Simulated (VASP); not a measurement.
Wanted: the native input for a VASP 6.6.1 run.

* Task: single point
* Functional: revPBE
* Potentials or basis: VASP PAW PBE potentials, release 64 (Cs_sv, Li_sv, Cr_pv, Te, S)
* Cutoff: 520 eV
* k mesh: 6 × 6 × 1
* Occupations: fermi-dirac, width 0.05 eV
* Spin: collinear spin, ferromagnetic start
* Starting moments: [0.0, 0.0, 3.0, 3.0, 0.0, 0.0, 0.0, 0.0, 0.0] μB
* Dipole correction: no
* Further INCAR settings: ALGO = Normal; EDIFF = 1e-07; NBANDS = 47

The structure of CsLiCr2Te2S3 lies in POSCAR:

```
CsLiCr2Te2S3
1.0
    3.6482315434      0.0000000000      0.0000000000
   -1.8241157717      3.1594611954      0.0000000000
    0.0000000000      0.0000000000     21.0443310289
Cs Li Cr Te S
1 1 2 2 3
Direct
    0.0000000000      0.0000000000      0.3516319054
    0.6666666667      0.3333333333      0.0242528239
    0.0000000000      0.0000000000      0.8865848458
    0.3333333333      0.6666666667      0.1636775651
    0.3333333333      0.6666666667      0.5022015395
    0.6666666667      0.3333333333      0.8022965081
    0.0000000000      0.0000000000      0.1020358819
    0.3333333333      0.6666666667      0.9439403212
    0.6666666667      0.3333333333      0.2233886090
```

These files were run (other wordings do the same):

INCAR

```
PREC = Accurate
ENCUT = 520
EDIFF = 1E-7
ISMEAR = -1
SIGMA = 0.05
LREAL = F
LASPH = T
NELM = 150
ALGO = Normal
ISIF = 2
LWAVE = F
LCHARG = F
ISPIN = 2
MAGMOM = 0 0 3 3 0 0 0 0 0
LORBIT = 11
LMAXMIX = 4
GGA = RE
NBANDS = 47
```

KPOINTS

```
regular mesh
0
Gamma
  6 6 1
```

Potentials or basis: VASP PAW PBE potentials, release 64 (Cs_sv, Li_sv, Cr_pv, Te, S).

Run with:

```console
$ cat potpaw_PBE.64/Cs_sv/POTCAR potpaw_PBE.64/Li_sv/POTCAR potpaw_PBE.64/Cr_pv/POTCAR potpaw_PBE.64/Te/POTCAR potpaw_PBE.64/S/POTCAR > POTCAR
$ mpirun -np 1 vasp_std > vasp.out
```

It gave:

- Largest force: 0.012 eV/Å
- Net moment: 5.72 μB per cell
- Site moments: Cs -0.00; Li -0.00; Cr +2.88, +2.98; Te -0.00, -0.18; S -0.08, -0.09 (each value once) μB
- Valence electrons inside the program's atomic spheres: Cs 6.63; Li 2.04; Cr 10.59, 10.52; Te 3.24, 3.37; S 3.75

Caveat: the PAW data sets were made with another functional, which shifts forces and pressure a little; the run started ferromagnetic, and an antiferromagnetic order may lie lower in energy.

It took 3.6 min on 1 thread of Intel(R) Xeon(R) 6975P-C (Granite Rapids) (shared host), peak memory 0.53 GiB.
